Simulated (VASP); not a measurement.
# In in VASP: notebook, part 2 of 2

VASP 6.6.1. The steps go on from the part before.

**3. Single point, LDA (24.83 Å³/atom)**

This run uses another cell than the first one, of 24.83 Å³/atom.

Contents of INCAR:

```
ALGO = Fast ; EDIFF = 1E-6
ENCUT = 520 ; GGA = CA
ISIF = 2 ; ISMEAR = -1
LASPH = True ; LCHARG = True
LELF = True ; LREAL = False
LVHAR = True ; LWAVE = False
NBANDS = 26 ; NELM = 80
PREC = Accurate ; SIGMA = 0.05
```

Contents of KPOINTS:

```
k-points
0
Gamma
  9 9 9
```

Contents of POSCAR:

```
In
1.0
    1.6355530321      0.9442869834      8.0399169875
   -1.6355530321      0.9442869834      8.0399169875
    0.0000000000     -1.8885739667      8.0399169875
In
3
Direct
    0.2219877600      0.2219877600      0.2219877600
    0.7780122400      0.7780122400      0.7780122400
    0.0000000000      0.0000000000      0.0000000000
```

Potentials or basis: VASP PAW LDA potentials, release 64 (In_d).

Run with:

```bash
$ cat potpaw_LDA.64/In_d/POTCAR > POTCAR
$ mpirun -np 1 vasp_std > vasp.out
```

Wall time 29 min (1 thread of Intel Xeon Platinum 8488C (Sapphire Rapids), shared host); peak memory 0.44 GiB.

The run converged. Its results:

```
Free energy            : -9.6131 eV
Pressure               : 0.2 GPa
Largest force          : 0.011 eV/Å
Band gap on the k mesh : zero (an odd number of electrons rules out a gap without spin polarisation)
```

Forces on the atoms (eV/Å):
```
In   0.000  0.000 -0.011
In   0.000  0.000  0.011
In   0.000  0.000  0.000
```

Stress tensor (GPa, compression positive):
```
 0.38  0.00  0.00
 0.00  0.38  0.00
 0.00  0.00 -0.28
```

Levels at points of the mesh, in eV from the Fermi level:
```
           k point  band 17  band 18  band 19  band 20  band 21  band 22
(0.00, 0.00, 0.00)    -7.35    -7.33     0.52     0.54     9.12     9.12
```

Caveat: spin-orbit coupling is left out, which moves the levels of the heavy elements.

**4. Single point, LDA (25.36 Å³/atom)**

This run uses another cell than the first one, of 25.36 Å³/atom.

Contents of INCAR:

```
SYSTEM = In
PREC     = Accurate       ! precision mode
ENCUT    = 520            ! plane-wave cutoff, eV
EDIFF    = 1E-7           ! SCF threshold, eV
ISMEAR   = -1             ! smearing method
SIGMA    = 0.05           ! smearing width, eV
LREAL    = .FALSE.        ! projectors in reciprocal space
LASPH    = .TRUE.         ! aspherical terms in the spheres
NELM     = 60             ! most SCF steps
ALGO     = Fast           ! electronic algorithm
ISIF     = 2              ! what is computed and relaxed
LWAVE    = .FALSE.        ! write WAVECAR
LCHARG   = .FALSE.        ! write CHGCAR
NBANDS   = 26             ! bands
```

Contents of KPOINTS:

```
regular mesh
0
G
  9 9 9
  0 0 0
```

Contents of POSCAR:

```
In
1.0
    1.6470713907      0.9509371108      8.0965379867
   -1.6470713907      0.9509371108      8.0965379867
    0.0000000000     -1.9018742216      8.0965379867
In
3
Direct
    0.2219877600      0.2219877600      0.2219877600
    0.7780122400      0.7780122400      0.7780122400
    0.0000000000      0.0000000000      0.0000000000
```

Run with:

```bash
$ cat potpaw_LDA.64/In_d/POTCAR > POTCAR
$ mpirun -np 1 vasp_std > vasp.out
```

Run time: 25 min. Hardware: 1 thread of Intel Xeon Platinum 8488C (Sapphire Rapids), shared host; peak memory 0.46 GiB.

Results (log left out):

```
Free energy            : -9.6073 eV
Pressure               : -1.1 GPa
Largest force          : 0.018 eV/Å
Band gap on the k mesh : zero (an odd number of electrons rules out a gap without spin polarisation)
```

Forces on the atoms (eV/Å):
```
In   0.000  0.000 -0.018
In   0.000  0.000  0.018
In   0.000  0.000  0.000
```

Stress tensor (GPa, compression positive):
```
-0.93  0.00  0.00
 0.00 -0.93  0.00
 0.00  0.00 -1.55
```

Levels at points of the mesh, in eV from the Fermi level:
| k point | band 17 | band 18 | band 19 | band 20 | band 21 | band 22 |
| --- | --- | --- | --- | --- | --- | --- |
| (0.00, 0.00, 0.00) | -7.25 | -7.22 | 0.51 | 0.53 | 8.96 | 8.96 |

Caveat: spin-orbit coupling is left out, which moves the levels of the heavy elements.

**5. Single point, LDA (25.89 Å³/atom)**

This run uses another cell than the first one, of 25.89 Å³/atom.

INCAR: that of step 4 with these lines changed.

```diff
@@ -3,3 +3,3 @@
 ENCUT    = 520            ! plane-wave cutoff, eV
-EDIFF    = 1E-7           ! SCF threshold, eV
+EDIFF    = 1E-6           ! SCF threshold, eV
 ISMEAR   = -1             ! smearing method
@@ -8,3 +8,3 @@
 LASPH    = .TRUE.         ! aspherical terms in the spheres
-NELM     = 60             ! most SCF steps
+NELM     = 100            ! most SCF steps
 ALGO     = Fast           ! electronic algorithm
```

Contents of KPOINTS:

```
Automatic mesh
0
G
  9 9 9
  0 0 0
```

Contents of POSCAR:

```
In
1.0
    1.6584308627      0.9574955050      8.1523779443
   -1.6584308627      0.9574955050      8.1523779443
    0.0000000000     -1.9149910100      8.1523779443
In
3
Direct
    0.2219877600      0.2219877600      0.2219877600
    0.7780122400      0.7780122400      0.7780122400
    0.0000000000      0.0000000000      0.0000000000
```

Run with:

```bash
$ cat potpaw_LDA.64/In_d/POTCAR > POTCAR
$ mpirun -np 1 vasp_std > vasp.out
```

Wall time 20 min (1 thread of Intel Xeon Platinum 8488C (Sapphire Rapids), shared host); peak memory 0.46 GiB.

It converged, with:

```
Free energy            : -9.5927 eV
Pressure               : -1.9 GPa
Largest force          : 0.025 eV/Å
Band gap on the k mesh : zero (an odd number of electrons rules out a gap without spin polarisation)
```

Forces in eV/Å, atoms in the order of the input:
```
In   0.000  0.000 -0.025
In   0.000  0.000  0.025
In   0.000  0.000  0.000
```

Stress tensor (GPa, compression positive):
```
-1.68  0.00  0.00
 0.00 -1.68  0.00
 0.00  0.00 -2.26
```

Levels at points of the mesh, in eV from the Fermi level:
```csv
k point,band 15,band 16,band 17,band 18,band 19,band 20,band 21,band 22,band 23,band 24
"(0.00, 0.00, 0.00)",-14.26,-9.63,-7.14,-7.12,0.50,0.52,8.81,8.81,8.88,8.88
```

Caveat: spin-orbit coupling is left out, which moves the levels of the heavy elements.

**6. Single point, LDA (26.42 Å³/atom)**

Contents of INCAR:

```
SYSTEM = In
  PREC = Accurate
  ENCUT = 520
  EDIFF = 1E-6
  ISMEAR = -1
  SIGMA = 0.05
  LREAL = .FALSE.
  LASPH = .TRUE.
  NELM = 80
  ALGO = Fast
  ISIF = 2
  LWAVE = .FALSE.
  LCHARG = .FALSE.
  NBANDS = 26
```

Contents of KPOINTS:

```
regular mesh
0
G
  9 9 9
  0 0 0
```

Contents of POSCAR:

```
In
1.0
    1.6696368166      0.9639652655      8.2074632500
   -1.6696368166      0.9639652655      8.2074632500
    0.0000000000     -1.9279305310      8.2074632500
In
3
Direct
    0.2219877600      0.2219877600      0.2219877600
    0.7780122400      0.7780122400      0.7780122400
    0.0000000000      0.0000000000      0.0000000000
```

Potentials or basis: VASP PAW LDA potentials, release 64 (In_d).

Run with:

```bash
$ cat potpaw_LDA.64/In_d/POTCAR > POTCAR
$ mpirun -np 1 vasp_std > vasp.out
```

Run time: 20 min. Hardware: 1 thread of Intel Xeon Platinum 8488C (Sapphire Rapids), shared host; peak memory 0.46 GiB.

The run converged. Its results:

```yaml
Free_energy: -9.5703 eV
Pressure: -2.7 GPa
Largest_force: 0.031 eV/Å
Band_gap_on_the_k_mesh: zero (an odd number of electrons rules out a gap without spin polarisation)
```

Forces on the atoms (eV/Å):
```
In   0.000  0.000 -0.031
In   0.000  0.000  0.031
In   0.000  0.000  0.000
```

Stress tensor (GPa, compression positive):
```
-2.51  0.00  0.00
 0.00 -2.51  0.00
 0.00  0.00 -3.06
```

Levels at points of the mesh, in eV from the Fermi level:
| k point | band 17 | band 18 | band 19 | band 20 | band 21 | band 22 |
| --- | --- | --- | --- | --- | --- | --- |
| (0.00, 0.00, 0.00) | -7.05 | -7.03 | 0.49 | 0.51 | 8.66 | 8.66 |

Caveat: spin-orbit coupling is left out, which moves the levels of the heavy elements.

**7. Summary**

```tsv
level	potentials or basis	cell	further INCAR settings	gap on the mesh (eV)	pressure (GPa)	largest force (eV/Å)
PBE	VASP PAW PBE potentials, release 64 (In_d)	a = 8.431 Å, angles 22.8°, 3 atoms, atomic positions A	ALGO = Fast; EDIFF = 1e-07; NBANDS = 26	none	1.9	0.08
LDA	VASP PAW LDA potentials, release 64 (In_d)	a = 8.259 Å, angles 22.8°, 3 atoms, atomic positions B	ALGO = Fast; EDIFF = 1e-06; NBANDS = 26	none	0.2	0.01
LDA	VASP PAW LDA potentials, release 64 (In_d)	a = 8.317 Å, angles 22.8°, 3 atoms, atomic positions B	ALGO = Fast; EDIFF = 1e-07; NBANDS = 26	none	-1.1	0.02
LDA	VASP PAW LDA potentials, release 64 (In_d)	a = 8.374 Å, angles 22.8°, 3 atoms, atomic positions B	ALGO = Fast; EDIFF = 1e-06; NBANDS = 26	none	-1.9	0.02
LDA	VASP PAW LDA potentials, release 64 (In_d)	a = 8.431 Å, angles 22.8°, 3 atoms, atomic positions B	ALGO = Fast; EDIFF = 1e-06; NBANDS = 26	none	-2.7	0.03
```

Alike in all rows: task single point; no spin polarisation; k mesh 9 × 9 × 9; cutoff (eV) 520; smearing fermi-dirac 0.05 eV.

Caveats: spin-orbit coupling is left out, which moves the levels of the heavy elements.

Total energies depend on the potentials used, so only differences within one code and one set of settings carry meaning.
